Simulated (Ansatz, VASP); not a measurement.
**Two plane-wave programs on Sn**

Contents of POSCAR:

```
Sn
1.0
   -2.9482820713      2.9504023647      1.5888172584
    2.9504023647     -2.9482820713      1.5888172584
    2.9460530987      2.9460530987     -1.5849306448
Sn
2
Direct
    0.0000251473      0.9999748527      0.0000000000
    0.7499748527      0.2500251473      0.5000000000
```

INCAR.step1

```
SYSTEM = Sn
PREC = Accurate ; ENCUT = 520
ISMEAR = -1 ; SIGMA = 0.3
LREAL = .FALSE. ; LASPH = .TRUE.
NELM = 100 ; NBANDS = 21
GGA = PE ; ALGO = Normal
EDIFF = 1E-4 ; LWAVE = .TRUE.
LCHARG = .FALSE.
```

INCAR.step2

```
SYSTEM = Sn
PREC = Accurate ; ENCUT = 520
EDIFF = 1E-6 ; ISMEAR = -1
SIGMA = 0.3 ; LREAL = .FALSE.
LASPH = .TRUE. ; NELM = 100
ALGO = Normal ; ISIF = 2
LWAVE = .FALSE. ; LCHARG = .FALSE.
METAGGA = R2SCAN ; LMIXTAU = .TRUE.
NBANDS = 21 ; ISTART = 1
```

The input KPOINTS:

```
regular mesh
0
G
  11 11 8
  0 0 0
```

Input for Ansatz:

```yaml
crystal:
  lattice:
    - [-2.9482820713, 2.9504023647, 1.5888172584]
    - [2.9504023647, -2.9482820713, 1.5888172584]
    - [2.9460530987, 2.9460530987, -1.5849306448]
  atoms:
    - { symbol: Sn, position: [2.51473e-05, 0.9999748527, 0.0] }
    - { symbol: Sn, position: [0.7499748527, 0.2500251473, 0.5] }
hamiltonian:
  xc: r2scan
  pseudopotentials:
    kind: paw
    azcp:
      Sn: "pseudopotentials/Sn.paw.azcp"
basis:
  ecutwfc: 500
  fft_grid_basis: typed
kpoints:
  mp_grid: { grid: [11, 11, 8], shift: [0, 0, 0] }
magnetization:
  spin_polarized: false
scf:
  occupations: { method: fermi_dirac, width: 0.3 }
  lower_state_search: "off"
output:
  stress: true
```

Alike in both runs: task single point; functional r2SCAN; k mesh 11 × 11 × 8; occupations fermi-dirac, width 0.3 eV; no spin polarisation.

```csv
,VASP,Ansatz
version,VASP 6.6.1,Ansatz 0.2.0
potentials or method,"VASP PAW PBE potentials, release 64 (Sn_d), cutoff 520 eV","plane waves (500 eV) with PAW, scalar-relativistic"
valence electrons in the cell,28,28
```

|  | VASP | Ansatz | Ansatz less VASP |
| --- | --- | --- | --- |
| pressure (GPa) | 0.4 | 0.4 | +0.01 |

VASP's potentials were made for PBE, not for r2SCAN. With one functional, cell and mesh, what is left measures potentials, basis and numerics.
